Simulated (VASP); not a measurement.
Set up this calculation in VASP 6.6.1, as the native input.

```
Task                   : relaxation of cell and atoms
Functional             : RPBE
Potentials or basis    : VASP PAW PBE potentials, release 64 (Pt)
Cutoff                 : 600 eV
k mesh                 : 12 × 12 × 12
Occupations            : fermi-dirac, width 0.05 eV
Spin                   : no spin polarisation
Dipole correction      : no
Further INCAR settings : ALGO = Normal; EDIFF = 1e-06; IBRION = 2; EDIFFG = -0.01; NSW = 60; ISIF = 3
```

The structure of Pt lies in POSCAR:

```
Pt
1.0
    0.0000000000      1.9609000000      1.9609000000
    1.9609000000      0.0000000000      1.9609000000
    1.9609000000      1.9609000000      0.0000000000
Pt
1
Direct
    0.0000000000      0.0000000000      0.0000000000
```

The input as run:

INCAR

```
PREC = Accurate
ENCUT = 600
EDIFF = 1E-6
ISMEAR = -1
SIGMA = 0.05
LREAL = False
LASPH = True
NELM = 100
ALGO = Normal
ISIF = 3
LWAVE = False
LCHARG = False
GGA = RP
IBRION = 2
NSW = 60
EDIFFG = -0.01
```

KPOINTS

```
Automatic mesh
0
Gamma
  12 12 12
```

Potentials or basis: VASP PAW PBE potentials, release 64 (Pt).

Command:

```bash
$ cat potpaw_PBE.64/Pt/POTCAR > POTCAR
$ mpirun -np 1 vasp_std > vasp.out
```

Results of the run:

```yaml
Relaxed_volume: 15.90 Å³/atom
Relaxed_cell: a = 2.822 Å, b = 2.822 Å, c = 2.822 Å, α = 60.00°, β = 60.00°, γ = 60.00°
Space_group_after_relaxing_to_0.05_Å: Fm-3m (No. 225)
Energy_gained_by_relaxing: 33.7 meV/atom
Ionic_steps: 4
Pressure_after_relaxing: -0.1 GPa
Band_gap_on_the_k_mesh: zero (band 5 reaches 10.81 eV, above the bottom of band 6 at 8.78 eV)
```

Caveat: the PAW data sets were made with another functional, which shifts forces and pressure a little; spin-orbit coupling is left out, which moves the levels of the heavy elements.

Run time: 13 s on 1 thread of Intel(R) Xeon(R) 6975P-C (Granite Rapids), on a shared host, peak memory 0.16 GiB.
